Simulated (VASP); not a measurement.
# SiSn2 (P6/mmm) in VASP: further runs

SiSn2 is run at these levels: PBE; tasks: single point, relaxation of cell and atoms.

Program: VASP 6.6.1. These are calculated values, not measurements. Logs are shortened: lines on timing, memory, paths and dates and some standing lists are left out, and cuts for length are marked.

## 1. The cell of the first run

It takes space group P6/mmm (No. 191, hexagonal). Conventional cell: a = 5.163 Å, b = 5.163 Å, c = 3.162 Å, α = 90.00°, β = 90.00°, γ = 120.00°. Si (site symmetry 6/mmm) has 2 Si at 3.16 Å and 12 Sn at 3.37 Å within 4.2 Å. Within 3.9 Å of Sn (site symmetry -6m2) lie 5 Sn at 2.98 to 3.16 Å and 6 Si at 3.37 Å.

## 2. Single point, PBE

INCAR reads:

```
PREC     = Accurate       # precision mode
ENCUT    = 520            # plane-wave cutoff, eV
EDIFF    = 1E-6           # SCF threshold, eV
ISMEAR   = 0              # smearing method
SIGMA    = 0.1            # smearing width, eV
LREAL    = False          # projectors in reciprocal space
LASPH    = True           # aspherical terms in the spheres
NELM     = 80             # most SCF steps
ALGO     = Fast           # electronic algorithm
ISIF     = 2              # what is computed and relaxed
LWAVE    = False          # write WAVECAR
LCHARG   = False          # write CHGCAR
GGA      = PE             # functional
NBANDS   = 23             # bands
```

KPOINTS reads:

```
regular mesh
0
Gamma
  6 6 4
```

POSCAR reads:

```
SiSn2
1.0
    5.1633672813      0.0000000000      0.0000000000
   -2.5816836407      4.4716072347      0.0000000000
    0.0000000000      0.0000000000      3.1621164728
Si Sn
1 2
Direct
    0.0000000000      0.0000000000      0.0000000000
    0.3333333333      0.6666666667      0.5000000000
    0.6666666667      0.3333333333      0.5000000000
```

Potentials or basis: VASP PAW PBE potentials, release 64 (Si, Sn_d).

On the command line:

```sh
$ cat potpaw_PBE.64/Si/POTCAR potpaw_PBE.64/Sn_d/POTCAR > POTCAR
$ mpirun -np 1 vasp_std > vasp.out
```

OUTCAR:

```text
PREC = Accurate
   ENCUT = 520
   EDIFF = 1E-6
   ISMEAR = 0
   LREAL = False
   LASPH = True
   NELM = 80
   ISIF = 2
   GGA = PE

 ion  position               nearest neighbor table
   1  0.000  0.000  0.000-   2 3.37   3 3.37   2 3.37   3 3.37   3 3.37   3 3.37   2 3.37   2 3.37
                             3 3.37   3 3.37   2 3.37   2 3.37
   2  0.333  0.667  0.500-   3 2.98   3 2.98   3 2.98   1 3.37   1 3.37   1 3.37   1 3.37   1 3.37
                             1 3.37
   3  0.667  0.333  0.500-   2 2.98   2 2.98   2 2.98   1 3.37   1 3.37   1 3.37   1 3.37   1 3.37
                             1 3.37

  LATTYP: Found a hexagonal cell.
 ALAT       =     5.1633672813
 C/A-ratio  =     0.6124136248

  Lattice vectors:

 A1 = (   5.1633672813,   0.0000000000,   0.0000000000)
 A2 = (  -2.5816836407,   4.4716072347,   0.0000000000)
 A3 = (   0.0000000000,   0.0000000000,   3.1621164728)

Analysis of symmetry for initial positions (statically):
=====================================================================
 Subroutine PRICEL returns:
 Original cell was already a primitive cell.

 Routine SETGRP: Setting up the symmetry group for a
 hexagonal supercell.

 Subroutine GETGRP returns: Found 24 space group operations
 (whereof 24 operations were pure point group operations)
 out of a pool of 24 trial point group operations.

The static configuration has the point symmetry D_6h.

Analysis of symmetry for dynamics (positions and initial velocities):
=====================================================================
 Subroutine PRICEL returns:
 Original cell was already a primitive cell.

 Routine SETGRP: Setting up the symmetry group for a
 hexagonal supercell.

 Subroutine GETGRP returns: Found 24 space group operations
 (whereof 24 operations were pure point group operations)
 out of a pool of 24 trial point group operations.

The dynamic configuration has the point symmetry D_6h.

 Subroutine INISYM returns: Found 24 space group operations
 (whereof 24 operations are pure point group operations),
 and found     1 'primitive' translations

----------------------------------------------------------------------------------------

                                     Primitive cell

  volume of cell :      73.0087

  direct lattice vectors                    reciprocal lattice vectors
     5.163367281  0.000000000  0.000000000     0.193672064  0.111816618  0.000000000
    -2.581683641  4.471607235  0.000000000     0.000000000  0.223633237  0.000000000
     0.000000000  0.000000000  3.162116473     0.000000000  0.000000000  0.316243886

[... 82 lines left out ...]
   LREAL  =      F    real-space projection
   EDIFFG = 0.1E-04   stopping-criterion for IOM
   NSW    =      0    number of steps for IOM
   IBRION =     -1    ionic relax: 0-MD 1-quasi-New 2-CG
   NFREE  =      0    steps in history (QN), initial steepest desc. (CG)
   ISIF   =      2    stress and relaxation
   ISYM   =      2    0-nonsym 1-usesym 2-fastsym
   POTIM  = 0.5000    time-step for ionic-motion
   TEBEG  =    0.0;   TEEND  =   0.0 temperature during run
   PSTRESS=    0.0 pullay stress
   NELECT =      32.0000    total number of electrons
   NUPDOWN=      -1.0000    fix difference up-down
   EMIN   =  10.00;   EMAX   =-10.00  energy-range for DOS
   EFERMI =   0.00;   METHOD = LEGACY
   ISMEAR =     0;   SIGMA  =   0.10  broadening in eV -4-tet -1-fermi 0-gaus
   EFERMI_NEDOS =   21; number of points for ismear=-14 and -15
   IALGO  =     68    algorithm
   IMIX   =      4    mixing-type and parameters
     AMIX     =   0.40;   BMIX     =  1.00
     AMIX_MAG =   1.60;   BMIX_MAG =  1.00
  volume/ion in A,a.u.               =      24.34       164.23
  Fermi-wavevector in a.u.,A,eV,Ry     =   1.243560  2.349987 21.040604  1.546441
  Thomas-Fermi vector in A             =   2.377865
   LORBIT       =      0    0 simple, 1 ext, 2 COOP (PROOUT), +10 PAW based schemes
   GGA     = PE    functional components
   LHFCALC =     F    Hartree Fock is set to
   AEXX    =    0.0000 exact exchange contribution
   IVDW    =     0    specifies the selected vdW correction
   LEPSILON=     F    determine dielectric tensor
   LRPA    =     F    only Hartree local field effects (RPA)
 non-spin polarized calculation
 RMM-DIIS sequential band-by-band and
 Gauss-broadening in eV      SIGMA  =   0.10
  energy-cutoff  :      520.00
  volume of cell :       73.01
 maximum number of plane-waves:      2003
 NGX is ok and might be reduce to    40
   NGX = 19   NGY = 19   NGZ = 11

 number of electron      31.9999998 magnetization

 Free energy of the ion-electron system (eV)
  ---------------------------------------------------
  ext. energy  EPLUGINS =         0.00000000
  ---------------------------------------------------
  free energy    TOTEN  =       -11.62352618 eV

  energy without entropy =      -11.60718020  energy(sigma->0) =      -11.61535319

 E-fermi :   7.8913     XC(G=0): -10.3256

 val. band max:        7.8653681546   @ k =   0.1667   0.1667   0.5000
 cond. band min:       7.8979214164   @ k =   0.3333   0.1667   0.5000
 fundamental gap:      0.0325532618
 Fermi energy:         7.8912788818

 k-point     1 :       0.0000    0.0000    0.0000
  band No.  band energies     occupation
      1     -13.9070      2.00000
      2     -13.7527      2.00000
      3     -13.7527      2.00000
      4     -13.7422      2.00000
      5     -13.6708      2.00000
      6     -13.6708      2.00000
[... 535 lines left out ...]
     22      13.3915      0.00000
     23      16.6182      0.00000

------------------------ aborting loop because EDIFF is reached ----------------------------------------

  FORCE on cell =-STRESS in cart. coord.  units (eV):
  Direction    XX          YY          ZZ          XY          YZ          ZX
  --------------------------------------------------------------------------------------
  -------------------------------------------------------------------------------------
  Total        0.0555358      0.0555358     -0.1125988     -0.0000000     -0.0000000      0.0000000
  in kB        1.2187342      1.2187342     -2.4709828     -0.0000000     -0.0000000      0.0000000
  external PRESSURE =      -0.0111715 kB  Pullay stress =       0.0000000 kB

 VOLUME and BASIS-vectors are now :
 -----------------------------------------------------------------------------
  energy-cutoff  :      520.00
  volume of cell :       73.01
      direct lattice vectors                 reciprocal lattice vectors
     5.163367281  0.000000000  0.000000000     0.193672064  0.111816618  0.000000000
    -2.581683641  4.471607235  0.000000000     0.000000000  0.223633237  0.000000000
     0.000000000  0.000000000  3.162116473     0.000000000  0.000000000  0.316243886

 POSITION                                       TOTAL-FORCE (eV/Angst)
 -----------------------------------------------------------------------------------
      0.00000      0.00000      0.00000        -0.000000      0.000000      0.000000
     -0.00000      2.98107      1.58106         0.000000     -0.000000      0.000000
      2.58168      1.49054      1.58106        -0.000000      0.000000      0.000000
 -----------------------------------------------------------------------------------
    total drift:                               -0.000000      0.000000      0.000000

  FREE ENERGIE OF THE ION-ELECTRON SYSTEM (eV)
  ---------------------------------------------------
  free  energy   TOTEN  =       -11.6235261819 eV

  energy  without entropy=      -11.6071802046  energy(sigma->0) =      -11.61535319
```

OSZICAR:

```text
N       E                     dE             d eps       ncg     rms          rms(c)
DAV:   1     0.248626331430E+03    0.24863E+03   -0.16006E+04  1008   0.197E+03
DAV:   2     0.150013770893E+02   -0.23362E+03   -0.22663E+03   980   0.466E+02
DAV:   3    -0.107830941348E+02   -0.25784E+02   -0.25324E+02  1134   0.135E+02
DAV:   4    -0.116409320511E+02   -0.85784E+00   -0.85582E+00  1134   0.274E+01
DAV:   5    -0.116704916587E+02   -0.29560E-01   -0.29558E-01  1318   0.501E+00    0.256E+00
RMM:   6    -0.116352901775E+02    0.35201E-01   -0.45149E-02  1153   0.215E+00    0.148E+00
RMM:   7    -0.116235562641E+02    0.11734E-01   -0.28537E-02  1103   0.152E+00    0.246E-01
RMM:   8    -0.116234799112E+02    0.76353E-04   -0.43585E-03  1340   0.562E-01    0.970E-02
RMM:   9    -0.116234991161E+02   -0.19205E-04   -0.81485E-04  1440   0.273E-01    0.435E-02
RMM:  10    -0.116235261607E+02   -0.27045E-04   -0.19476E-04  1445   0.115E-01    0.139E-02
RMM:  11    -0.116235257623E+02    0.39846E-06   -0.33187E-05  1447   0.510E-02    0.513E-03
RMM:  12    -0.116235261819E+02   -0.41966E-06   -0.76341E-06  1031   0.218E-02
   1 F= -.11623526E+02 E0= -.11615353E+02  d E =-.163460E-01
```

stdout:

```text
POSCAR found type information on POSCAR SiSn
 POSCAR found :  2 types and       3 ions
 scaLAPACK will be used
 LDA part: xc-table for (Slater+PW92), standard interpolation
 POSCAR, INCAR and KPOINTS ok, starting setup
 FFT: planning ... GRIDC
 FFT: planning ... GRID_SOFT
 FFT: planning ... GRID
 WAVECAR not read
 entering main loop
```

Run time: 13 s. Hardware: 1 thread of Intel Xeon 6975P-C (Granite Rapids), shared host; peak memory 0.19 GiB.

Results:

```
Free energy            : -11.6235 eV
Pressure               : 0.0 GPa
Band gap on the k mesh : zero (bands 16 and 17 overlap by 4.00 eV)
```

Stress tensor (GPa, compression positive):
```
 0.12  0.00  0.00
 0.00  0.12  0.00
 0.00  0.00 -0.25
```

Levels at points of the mesh, in eV from the Fermi level:
```csv
k point,band 13,band 14,band 15,band 16,band 17,band 18,band 19,band 20
"(0.00, 0.00, 0.00)",-5.00,-2.82,-2.82,-2.58,-2.58,2.79,6.12,7.05
"(0.50, 0.00, 0.00)",-6.50,-4.72,1.18,1.22,2.44,3.09,4.01,4.40
"(0.00, 0.00, 0.50)",-1.76,-1.76,-1.03,-0.45,-0.45,-0.26,0.24,0.24
"(0.50, 0.00, 0.50)",-5.89,-4.33,-2.35,-1.87,-1.71,-0.24,3.45,3.98
```

Caveat: the k points lie up to 0.50 Å⁻¹ apart, too coarse for converged energies and pressures of a metal; spin-orbit coupling is left out, which moves the levels of the heavy elements.

## 3. Relaxation of cell and atoms, PBE

This run uses another cell than the first one, of 20.73 Å³/atom.

INCAR reads:

```
SYSTEM = SiSn2
PREC = Accurate ; ENCUT = 600
EDIFF = 1E-6 ; ISMEAR = 0
SIGMA = 0.1 ; LREAL = .False.
LASPH = .True. ; NELM = 60
ALGO = Normal ; ISIF = 3
LWAVE = .False. ; LCHARG = .False.
GGA = PE ; IBRION = 2
NSW = 90 ; EDIFFG = -0.04
```

KPOINTS reads:

```
Automatic mesh
0
Gamma
  6 6 4
  0 0 0
```

POSCAR reads:

```
SiSn2
1.0
    4.0516841694      0.0000000000      0.0000000000
   -2.0258420847      3.5088614188      0.0000000000
    0.0000000000      0.0000000000      4.3747420433
Si Sn
1 2
Direct
    0.0000000000      0.0000000000      0.0000000000
    0.3333333333      0.6666666667      0.5000000000
    0.6666666667      0.3333333333      0.5000000000
```

Potentials or basis: VASP PAW PBE potentials, release 64 (Si, Sn_d).

On the command line:

```sh
$ cat potpaw_PBE.64/Si/POTCAR potpaw_PBE.64/Sn_d/POTCAR > POTCAR
$ mpirun -np 1 vasp_std > vasp.out
```

OUTCAR:

```text
SYSTEM = SiSn2
   PREC = Accurate
   ENCUT = 600
   EDIFF = 1E-6
   ISMEAR = 0
   LREAL = .False.
   LASPH = .True.
   NELM = 60
   ISIF = 3
   GGA = PE
   IBRION = 2
   NSW = 90
   EDIFFG = -0.04

 ion  position               nearest neighbor table
   1  0.000  0.000  0.000-   2 3.20   3 3.20   2 3.20   3 3.20   2 3.20   2 3.20   3 3.20   3 3.20
                             3 3.20   3 3.20   2 3.20   2 3.20
   2  0.333  0.667  0.500-   3 2.34   3 2.34   3 2.34   1 3.20   1 3.20   1 3.20   1 3.20   1 3.20
                             1 3.20
   3  0.667  0.333  0.500-   2 2.34   2 2.34   2 2.34   1 3.20   1 3.20   1 3.20   1 3.20   1 3.20
                             1 3.20

  LATTYP: Found a hexagonal cell.
 ALAT       =     4.0516841694
 C/A-ratio  =     1.0797342193

  Lattice vectors:

 A1 = (   4.0516841694,   0.0000000000,   0.0000000000)
 A2 = (  -2.0258420847,   3.5088614188,   0.0000000000)
 A3 = (   0.0000000000,   0.0000000000,   4.3747420433)

Analysis of symmetry for initial positions (statically):
=====================================================================
 Subroutine PRICEL returns:
 Original cell was already a primitive cell.

 Routine SETGRP: Setting up the symmetry group for a
 hexagonal supercell.

 Subroutine GETGRP returns: Found 24 space group operations
 (whereof 24 operations were pure point group operations)
 out of a pool of 24 trial point group operations.

The static configuration has the point symmetry D_6h.

Analysis of symmetry for dynamics (positions and initial velocities):
=====================================================================
 Subroutine PRICEL returns:
 Original cell was already a primitive cell.

 Routine SETGRP: Setting up the symmetry group for a
 hexagonal supercell.

 Subroutine GETGRP returns: Found 24 space group operations
 (whereof 24 operations were pure point group operations)
 out of a pool of 24 trial point group operations.

The dynamic configuration has the point symmetry D_6h.

 Subroutine INISYM returns: Found 24 space group operations
[... 109 lines left out ...]
   EFERMI =   0.00;   METHOD = LEGACY
   ISMEAR =     0;   SIGMA  =   0.10  broadening in eV -4-tet -1-fermi 0-gaus
   EFERMI_NEDOS =   21; number of points for ismear=-14 and -15
   IALGO  =     38    algorithm
   IMIX   =      4    mixing-type and parameters
     AMIX     =   0.40;   BMIX     =  1.00
     AMIX_MAG =   1.60;   BMIX_MAG =  1.00
  volume/ion in A,a.u.               =      20.73       139.90
  Fermi-wavevector in a.u.,A,eV,Ry     =   1.311817  2.478976 23.413790  1.720865
  Thomas-Fermi vector in A             =   2.442253
   LORBIT       =      0    0 simple, 1 ext, 2 COOP (PROOUT), +10 PAW based schemes
   GGA     = PE    functional components
   LHFCALC =     F    Hartree Fock is set to
   AEXX    =    0.0000 exact exchange contribution
   IVDW    =     0    specifies the selected vdW correction
   LEPSILON=     F    determine dielectric tensor
   LRPA    =     F    only Hartree local field effects (RPA)
 conjugate gradient relaxation of ions
 non-spin polarized calculation
 Gauss-broadening in eV      SIGMA  =   0.10
  energy-cutoff  :      600.00
  volume of cell :       62.19
 maximum number of plane-waves:      2089
   NGX = 17   NGY = 17   NGZ = 17

--------------------------------------- Ionic step        1  -------------------------------------------

 number of electron      32.0000004 magnetization

 Free energy of the ion-electron system (eV)
  ---------------------------------------------------
  ext. energy  EPLUGINS =         0.00000000
  ---------------------------------------------------
  free energy    TOTEN  =        -6.77470601 eV

  energy without entropy =       -6.76351211  energy(sigma->0) =       -6.76910906

------------------------ aborting loop because EDIFF is reached ----------------------------------------

  FORCE on cell =-STRESS in cart. coord.  units (eV):
  Direction    XX          YY          ZZ          XY          YZ          ZX
  --------------------------------------------------------------------------------------
  -------------------------------------------------------------------------------------
  Total       24.7648374     24.7648374      1.5702120      0.0000000      0.0000000      0.0000000
  in kB      637.9575951    637.9575951     40.4496378      0.0000000      0.0000000      0.0000000
  external PRESSURE =     438.7882760 kB  Pullay stress =       0.0000000 kB
[... 1565 lines left out ...]
     19      12.1742      0.00000
     20      13.6367      0.00000

[... ionic steps 4 to 12 ...]

--------------------------------------- Ionic step       13  -------------------------------------------

 number of electron      32.0000004 magnetization

------------------------ aborting loop because EDIFF is reached ----------------------------------------
[... 69 lines left out ...]
--------------------------------------- Ionic step       15  -------------------------------------------

 number of electron      32.0000001 magnetization

 Free energy of the ion-electron system (eV)
  ---------------------------------------------------
  ext. energy  EPLUGINS =         0.00000000
  ---------------------------------------------------
  free energy    TOTEN  =       -11.61761325 eV

  energy without entropy =      -11.60279426  energy(sigma->0) =      -11.61020375

 E-fermi :   7.9166     XC(G=0): -10.3249

 val. band max:        7.9050134910   @ k =   0.3333   0.1667   0.5000
 cond. band min:       7.9733555836   @ k =   0.3333   0.1667   0.2500
 fundamental gap:      0.0683420926
 Fermi energy:         7.9166427799
[... 511 lines left out ...]
  FREE ENERGIE OF THE ION-ELECTRON SYSTEM (eV)
  ---------------------------------------------------
  free  energy   TOTEN  =       -11.6176132526 eV

  energy  without entropy=      -11.6027942560  energy(sigma->0) =      -11.61020375

 reached required accuracy - stopping structural energy minimisation
```

OSZICAR:

```text
N       E                     dE             d eps       ncg     rms          rms(c)
DAV:   1     0.266456522790E+03    0.26646E+03   -0.18164E+04   840   0.265E+03
DAV:   2     0.194927572960E+02   -0.24696E+03   -0.24034E+03   844   0.519E+02
DAV:   3    -0.605024650928E+01   -0.25543E+02   -0.24708E+02   976   0.157E+02
[... 157 lines left out ...]
DAV:   2    -0.116212075005E+02    0.10268E-01   -0.20644E-02  1032   0.229E+00    0.319E-01
DAV:   3    -0.116177200751E+02    0.34874E-02   -0.90166E-03  1092   0.147E+00    0.615E-02
DAV:   4    -0.116176354349E+02    0.84640E-04   -0.89318E-04   912   0.353E-01    0.232E-02
DAV:   5    -0.116176137314E+02    0.21703E-04   -0.37285E-05  1292   0.704E-02    0.715E-03
DAV:   6    -0.116176132526E+02    0.47883E-06   -0.47644E-06   832   0.271E-02
  15 F= -.11617613E+02 E0= -.11610204E+02  d E =-.454786E-03
```

Wall time 1.9 min (1 thread of Intel Xeon 6975P-C (Granite Rapids), shared host); peak memory 0.21 GiB.

What came out:

| Property | Result |
| --- | --- |
| Free energy | -11.6176 eV |
| Relaxed volume | 24.34 Å³/atom |
| Relaxed cell | a = 5.177 Å, b = 5.177 Å, c = 3.146 Å, α = 90.00°, β = 90.00°, γ = 120.00° |
| Space group after relaxing (to 0.1 Å) | P6/mmm (No. 191) |
| Pressure after relaxing | -0.1 GPa |
| Band gap on the k mesh | zero (bands 16 and 17 overlap by 3.97 eV) |

Final structure:
```cif
data_structure
_symmetry_space_group_name_H-M 'P 1'
_symmetry_Int_Tables_number 1
_cell_length_a 5.1769
_cell_length_b 5.1769
_cell_length_c 3.1461
_cell_angle_alpha 90.000
_cell_angle_beta 90.000
_cell_angle_gamma 120.000
_cell_volume 73.02
loop_
_atom_site_label
_atom_site_type_symbol
_atom_site_fract_x
_atom_site_fract_y
_atom_site_fract_z
_atom_site_occupancy
Si1 Si 0.00000 0.00000 0.00000 1
Sn1 Sn 0.33333 0.66667 0.50000 1
Sn2 Sn 0.66667 0.33333 0.50000 1
```

Levels at points of the mesh, in eV from the Fermi level:
```csv
k point,band 13,band 14,band 15,band 16,band 17,band 18,band 19,band 20
"(0.00, 0.00, 0.00)",-5.09,-2.87,-2.87,-2.63,-2.63,2.90,6.22,7.12
"(0.50, 0.00, 0.00)",-6.57,-4.75,1.10,1.14,2.38,3.01,4.10,4.31
"(0.00, 0.00, 0.50)",-1.82,-1.78,-1.08,-0.44,-0.44,-0.35,0.22,0.22
"(0.50, 0.00, 0.50)",-5.87,-4.36,-2.38,-1.93,-1.70,-0.25,3.38,3.93
```

Caveat: the volume moved by over 15 % at a fixed basis, so the end points are rough; spin-orbit coupling is left out, which moves the levels of the heavy elements.

[end of part 1 of 2]
